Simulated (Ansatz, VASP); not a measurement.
One calculation of Ga2SnO2, two programs

INCAR

```
SYSTEM = Ga2SnO2
  ALGO = Normal
  EDIFF = 1E-7
  ENCUT = 520
  GGA = PE
  ISIF = 2
  ISMEAR = 0
  LASPH = .True.
  LCHARG = .False.
  LREAL = .False.
  LWAVE = .False.
  NBANDS = 34
  NELM = 60
  PREC = Accurate
  SIGMA = 0.1
```

File KPOINTS:

```
k-points
0
Gamma
  6 6 6
  0 0 0
```

File POSCAR:

```
Ga2SnO2
1.0
   -2.0447331200      2.5966876500      3.9790306400
    2.0447331200     -2.5966876500      3.9790306400
    2.0447331200      2.5966876500     -3.9790306400
Ga Sn O
2 1 2
Direct
    0.2981535800      0.7981535800      0.5000000000
    0.7018464200      0.2018464200      0.5000000000
    0.0000000000      0.0000000000      0.0000000000
    0.7328089000      0.5000000000      0.2328089000
    0.2671911000      0.5000000000      0.7671911000
```

Input for Ansatz:

```yaml
crystal:
  lattice:
    - [-2.04473312, 2.59668765, 3.97903064]
    - [2.04473312, -2.59668765, 3.97903064]
    - [2.04473312, 2.59668765, -3.97903064]
  atoms:
    - { symbol: Ga, position: [0.29815358, 0.79815358, 0.5] }
    - { symbol: Ga, position: [0.70184642, 0.20184642, 0.5] }
    - { symbol: Sn, position: [0.0, 0.0, 0.0] }
    - { symbol: O, position: [0.7328089, 0.5, 0.2328089] }
    - { symbol: O, position: [0.2671911, 0.5, 0.7671911] }
basis:
  ecutwfc: 420
kpoints:
  mp_grid: { grid: [6, 6, 6] }
hamiltonian:
  xc: pbe
scf:
  occupations: { method: gaussian, width: 0.1 }
  lower_state_search: "off"
output:
  forces: true
  stress: true
  eigenvalues: true
```

Change from the starting cell: species swapped into the Ho2GaNi2 type (Immm, No. 71).

Alike in both runs: task single point; functional PBE; k mesh 6 × 6 × 6; occupations gaussian, width 0.1 eV; no spin polarisation.

|  | VASP | Ansatz |
| --- | --- | --- |
| version | VASP 6.6.1 | Ansatz 0.2.0 |
| potentials or method | VASP PAW PBE potentials, release 64 (Ga_d, Sn_d, O), cutoff 520 eV | scalar-relativistic, plane waves, PAW |
| valence electrons in the cell | 52 | 52 |

|  | VASP | Ansatz | Ansatz less VASP |
| --- | --- | --- | --- |
| gap on the k mesh at the Fermi level (eV) | none | none | - |
| pressure (GPa) | -2.7 | -2.7 | -0.01 |
| traceless stress, the component that is largest in VASP (GPa) | -7.49 | -7.57 | -0.081 |
| rms of the force components (eV/Å) | 0.315 | 0.319 | +0.0045 |

Atom by atom the forces differ by 0.004 eV/Å (rms over components). A gap of «none» marks a metal or a gap that the smearing closes. With one functional, cell and mesh, what is left measures potentials, basis and numerics.
